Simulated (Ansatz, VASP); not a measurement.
Given: the input of a run of Ansatz 0.2.0 on Ni.

The input input.yaml:

```yaml
crystal:
  lattice:
    - [-1.3928794157, 1.3928794157, 1.3928794157]
    - [1.3928794157, -1.3928794157, 1.3928794157]
    - [1.3928794157, 1.3928794157, -1.3928794157]
  atoms:
    - { symbol: Ni, position: [0.0, 0.0, 0.0], spin: 1.0 }
hamiltonian:
  xc: r2scan
  pseudopotentials: { kind: paw }
magnetization:
  spin_polarized: true
kpoints:
  mp_grid: { grid: [13, 13, 13] }
scf:
  occupations: { method: fermi_dirac, width: 0.05 }
output:
  forces: true
  stress: true
  eigenvalues: true
```

Potentials or basis: Ansatz PAW.

Command:

```console
$ ansatz run input.yaml --threads 2 --pin off --max-ram 5632MiB --backend cpu --events-out ev --progress --plain --runs-dir out
```

Q: Set up the same calculation for VASP 6.6.1. Potentials there: VASP PAW PBE potentials, release 64 (Ni).

A: As run (the cutoff follows the program's own potentials):

Contents of POSCAR:

```
Ni
1.0
   -1.3928794157      1.3928794157      1.3928794157
    1.3928794157     -1.3928794157      1.3928794157
    1.3928794157      1.3928794157     -1.3928794157
Ni
1
Direct
    0.0000000000      0.0000000000      0.0000000000
```

Contents of INCAR.step1:

```
SYSTEM = Ni
ALGO = Normal
EDIFF = 1E-4
ENCUT = 520
GGA = PE
ISMEAR = -1
ISPIN = 2
LASPH = .True.
LCHARG = .False.
LMAXMIX = 4
LREAL = .False.
LWAVE = .True.
MAGMOM = 1
NBANDS = 15
NELM = 150
PREC = Accurate
SIGMA = 0.05
```

INCAR.step2

```
SYSTEM = Ni
ALGO = Normal
EDIFF = 1E-7
ENCUT = 520
ISIF = 2
ISMEAR = -1
ISPIN = 2
ISTART = 1
LASPH = .True.
LCHARG = .False.
LMAXMIX = 4
LMIXTAU = .True.
LORBIT = 11
LREAL = .False.
LWAVE = .False.
MAGMOM = 1
METAGGA = R2SCAN
NBANDS = 15
NELM = 150
PREC = Accurate
SIGMA = 0.05
```

The input KPOINTS:

```
k-points
0
Gamma
  13 13 13
  0 0 0
```

Potentials or basis: VASP PAW PBE potentials, release 64 (Ni).

Command:

```bash
$ cat potpaw_PBE.64/Ni/POTCAR > POTCAR
$ cp INCAR.step1 INCAR
$ mpirun -np 1 vasp_std > vasp.out
$ cp INCAR.step2 INCAR
$ mpirun -np 1 vasp_std > vasp.out
```

Both were run:

|  | VASP | Ansatz | Ansatz less VASP |
| --- | --- | --- | --- |
| gap on the k mesh at the Fermi level (eV) | none | none | - |
| pressure (GPa) | -3.9 | -4.4 | -0.49 |
| net moment per atom (μB) | 0.65 | 0.65 | +0.006 |
| size of the moment on the site where the two differ most (μB) | 0.67 | 0.71 | +0.045 |

VASP's potentials were made for PBE, not for r2SCAN. Site moments also hang on the region over which each program counts them. A gap of «none» marks a metal or a gap that the smearing closes. The functional is the same, so the differences come from potentials, cutoffs and numerics. VASP's potentials hold 10 valence electrons a cell and Ansatz's 18, so a difference there can come from the potentials and not from the codes.

Noted on Ansatz's run: the magnetic or orbital state may not be the lowest.
